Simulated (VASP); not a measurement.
Hg, 1 atom in the cell. It takes space group R-3m (No. 166, trigonal). Conventional cell: a = 3.458 Å, b = 3.458 Å, c = 6.684 Å, α = 90.00°, β = 90.00°, γ = 120.00°. Hg (site symmetry -3m) has 12 Hg at 2.99 to 3.46 Å within 3.9 Å. 

* Program: VASP 6.6.1
* Task: relaxation of cell and atoms
* Functional: PBE
* Potentials or basis: VASP PAW PBE potentials, release 64 (Hg)
* Cutoff: 600 eV
* k mesh: 11 × 11 × 11
* Occupations: fermi-dirac, width 0.1 eV
* Spin: no spin polarisation
* Dipole correction: no
* Further INCAR settings: ALGO = Normal; EDIFF = 1e-06; IBRION = 2; EDIFFG = -0.01; NSW = 80; ISIF = 3

Potentials or basis: VASP PAW PBE potentials, release 64 (Hg).

Launch:

```bash
$ cat potpaw_PBE.64/Hg/POTCAR > POTCAR
$ mpirun -np 1 vasp_std > vasp.out
```

Hardware: 1 thread of AMD EPYC 9R45 96-Core Processor (Zen 5), on a shared host.

Problem. Estimate the wall time of this run.

Solution. Run time: 120 s on 1 thread of AMD EPYC 9R45 96-Core Processor (Zen 5), on a shared host, peak memory 0.15 GiB. Counts: scf iterations 83, k points 146, ion steps 12.
